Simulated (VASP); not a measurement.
# Ba (Fd-3m) in VASP: a series of runs

The runs below take Ba through single point, with PBE.

All numbers are computed with VASP 6.6.1; they aren't measurements. Logs are shortened: lines on timing, memory, paths and dates and some standing lists are left out, and cuts for length are marked.

**1. The cell of the first run**

Symmetry: Fd-3m, No. 227, cubic system. The conventional cell has a = 7.782 Å, b = 7.782 Å, c = 7.782 Å, α = 90.00°, β = 90.00°, γ = 90.00°. Ba (site symmetry -43m) has 4 Ba at 3.37 Å within 4.4 Å.

This isn't the form of Ba at room conditions, which is bcc.

**2. Single point, PBE**

File INCAR:

```
SYSTEM = Ba
PREC = Accurate
ENCUT = 520
EDIFF = 1E-6
ISMEAR = -1
SIGMA = 0.06122561905347299
LREAL = .FALSE.
LASPH = .TRUE.
NELM = 60
ALGO = Normal
ISIF = 2
LWAVE = .FALSE.
LCHARG = .FALSE.
GGA = PE
NBANDS = 17
```

File KPOINTS:

```
regular mesh
0
G
  13 13 13
  0 0 0
```

File POSCAR:

```
Ba
1.0
    0.0000000000      3.8908826338      3.8908826338
    3.8908826338      0.0000000000      3.8908826338
    3.8908826338      3.8908826338      0.0000000000
Ba
2
Direct
    0.0000000000      0.0000000000      0.0000000000
    0.2500000000      0.2500000000      0.2500000000
```

Potentials or basis: VASP PAW PBE potentials, release 64 (Ba_sv).

The run is started by

```
cat potpaw_PBE.64/Ba_sv/POTCAR > POTCAR
mpirun -np 1 vasp_std > vasp.out
```

OUTCAR:

```text
SYSTEM = Ba
   PREC = Accurate
   ENCUT = 520
   EDIFF = 1E-6
   ISMEAR = -1
   LREAL = .FALSE.
   LASPH = .TRUE.
   NELM = 60
   ISIF = 2
   GGA = PE

 ion  position               nearest neighbor table
   1  0.000  0.000  0.000-   2 3.37   2 3.37   2 3.37   2 3.37
   2  0.250  0.250  0.250-   1 3.37   1 3.37   1 3.37   1 3.37

  LATTYP: Found a face centered cubic cell.
 ALAT       =     7.7817652676

  Lattice vectors:

 A1 = (   0.0000000000,   3.8908826338,   3.8908826338)
 A2 = (   3.8908826338,   0.0000000000,   3.8908826338)
 A3 = (   3.8908826338,   3.8908826338,   0.0000000000)

Analysis of symmetry for initial positions (statically):
=====================================================================
 Subroutine PRICEL returns:
 Original cell was already a primitive cell.

 Routine SETGRP: Setting up the symmetry group for a
 face centered cubic supercell.

 Subroutine GETGRP returns: Found 48 space group operations
 (whereof 24 operations were pure point group operations)
 out of a pool of 48 trial point group operations.

The static configuration has the point symmetry T_d .
 The point group associated with its full space group is O_h .

Analysis of symmetry for dynamics (positions and initial velocities):
=====================================================================
 Subroutine PRICEL returns:
 Original cell was already a primitive cell.

 Routine SETGRP: Setting up the symmetry group for a
 face centered cubic supercell.

 Subroutine GETGRP returns: Found 48 space group operations
 (whereof 24 operations were pure point group operations)
 out of a pool of 48 trial point group operations.

The dynamic configuration has the point symmetry T_d .
 The point group associated with its full space group is O_h .

 Subroutine INISYM returns: Found 48 space group operations
 (whereof 24 operations are pure point group operations),
 and found     1 'primitive' translations

----------------------------------------------------------------------------------------

                                     Primitive cell

  volume of cell :     117.8079

  direct lattice vectors                    reciprocal lattice vectors
     0.000000000  3.890882634  3.890882634    -0.128505547  0.128505547  0.128505547
     3.890882634  0.000000000  3.890882634     0.128505547 -0.128505547  0.128505547
     3.890882634  3.890882634  0.000000000     0.128505547  0.128505547 -0.128505547

  length of vectors
     5.502538990  5.502538990  5.502538990     0.222578136  0.222578136  0.222578136

[... 76 lines left out ...]
   LSORBIT =      F    spin-orbit coupling
   LASPH  =      T    aspherical Exc in radial PAW
   ENCUT  =  520.0 eV  38.22 Ry    6.18 a.u.  10.23 10.23 10.23*2*pi/ulx,y,z
   NELM   =     60;   NELMIN=  2; NELMDL= -5     # of ELM steps
   EDIFF  = 0.1E-05   stopping-criterion for ELM
   LREAL  =      F    real-space projection
   EDIFFG = 0.1E-04   stopping-criterion for IOM
   NSW    =      0    number of steps for IOM
   IBRION =     -1    ionic relax: 0-MD 1-quasi-New 2-CG
   NFREE  =      0    steps in history (QN), initial steepest desc. (CG)
   ISIF   =      2    stress and relaxation
   ISYM   =      2    0-nonsym 1-usesym 2-fastsym
   POTIM  = 0.5000    time-step for ionic-motion
   TEBEG  =    0.0;   TEEND  =   0.0 temperature during run
   PSTRESS=    0.0 pullay stress
   NELECT =      20.0000    total number of electrons
   NUPDOWN=      -1.0000    fix difference up-down
   EMIN   =  10.00;   EMAX   =-10.00  energy-range for DOS
   EFERMI =   0.00;   METHOD = LEGACY
   ISMEAR =    -1;   SIGMA  =   0.06  broadening in eV -4-tet -1-fermi 0-gaus
   EFERMI_NEDOS =   21; number of points for ismear=-14 and -15
   IALGO  =     38    algorithm
   IMIX   =      4    mixing-type and parameters
     AMIX     =   0.40;   BMIX     =  1.00
     AMIX_MAG =   1.60;   BMIX_MAG =  1.00
  volume/ion in A,a.u.               =      58.90       397.50
  Fermi-wavevector in a.u.,A,eV,Ry     =   0.906484  1.713006 11.180082  0.821713
  Thomas-Fermi vector in A             =   2.030177
   LORBIT       =      0    0 simple, 1 ext, 2 COOP (PROOUT), +10 PAW based schemes
   GGA     = PE    functional components
[... 5 lines left out ...]
 non-spin polarized calculation
  energy-cutoff  :      520.00
  volume of cell :      117.81
 maximum number of plane-waves:      3198
 NGX is ok and might be reduce to    42
   NGX = 21   NGY = 21   NGZ = 21

 number of electron      20.0000001 magnetization

 Free energy of the ion-electron system (eV)
  ---------------------------------------------------
  ext. energy  EPLUGINS =         0.00000000
  ---------------------------------------------------
  free energy    TOTEN  =        -1.85902251 eV

  energy without entropy =       -1.83560628  energy(sigma->0) =       -1.84731439

 E-fermi :   1.6026     XC(G=0):  -7.5005

 val. band max:        1.5862747646   @ k =  -0.0769   0.0769   0.0000
 cond. band min:       1.6034454276   @ k =   0.2308   0.0000   0.0000
 fundamental gap:      0.0171706630
 Fermi energy:         1.6025958726

 k-point     1 :       0.0000    0.0000    0.0000
  band No.  band energies     occupation
      1     -27.8558      2.00000
      2     -27.2437      2.00000
      3     -13.3728      2.00000
      4     -13.3728      2.00000
      5     -13.3728      2.00000
      6     -12.2922      2.00000
[... 457 lines left out ...]
      4     -13.5391      2.00000
      5     -13.2382      2.00000
      6     -12.4117      2.00000
[... 9 lines left out ...]
     16       4.5405      0.00000
     17       5.1199      0.00000

 [... further k-points ...]

------------------------ aborting loop because EDIFF is reached ----------------------------------------

  FORCE on cell =-STRESS in cart. coord.  units (eV):
  Direction    XX          YY          ZZ          XY          YZ          ZX
  --------------------------------------------------------------------------------------
  -------------------------------------------------------------------------------------
  Total        0.0382493      0.0382493      0.0382493      0.0000000      0.0000000      0.0000000
  in kB        0.5201873      0.5201873      0.5201873      0.0000000      0.0000000      0.0000000
  external PRESSURE =       0.5201873 kB  Pullay stress =       0.0000000 kB

 VOLUME and BASIS-vectors are now :
 -----------------------------------------------------------------------------
  energy-cutoff  :      520.00
  volume of cell :      117.81
      direct lattice vectors                 reciprocal lattice vectors
     0.000000000  3.890882634  3.890882634    -0.128505547  0.128505547  0.128505547
     3.890882634  0.000000000  3.890882634     0.128505547 -0.128505547  0.128505547
     3.890882634  3.890882634  0.000000000     0.128505547  0.128505547 -0.128505547

 POSITION                                       TOTAL-FORCE (eV/Angst)
 -----------------------------------------------------------------------------------
      0.00000      0.00000      0.00000         0.000000      0.000000     -0.000000
      1.94544      1.94544      1.94544        -0.000000     -0.000000      0.000000
 -----------------------------------------------------------------------------------
    total drift:                               -0.000000     -0.000000     -0.000000

  FREE ENERGIE OF THE ION-ELECTRON SYSTEM (eV)
  ---------------------------------------------------
  free  energy   TOTEN  =        -1.8590225051 eV

  energy  without entropy=       -1.8356062753  energy(sigma->0) =       -1.84731439
```

stdout:

```text
POSCAR found type information on POSCAR Ba
 POSCAR found :  1 types and       2 ions
 scaLAPACK will be used
 LDA part: xc-table for (Slater+PW92), standard interpolation
 POSCAR, INCAR and KPOINTS ok, starting setup
 FFT: planning ... GRIDC
 FFT: planning ... GRID_SOFT
 FFT: planning ... GRID
 WAVECAR not read
 entering main loop
```

Wall time 59 s (1 thread of Intel Xeon 6975P-C (Granite Rapids), shared host); peak memory 0.34 GiB.

What came out:

```yaml
Free_energy: -1.8590 eV
Pressure: 0.1 GPa
Band_gap_on_the_k_mesh: zero (bands 10 and 11 overlap by 0.20 eV)
```

Caveat: spin-orbit coupling is left out, which moves the levels of the heavy elements.

(Part 1 of 2 ends here.)

The gap in the log of VASP goes by the Fermi energy; the results here count the filled bands.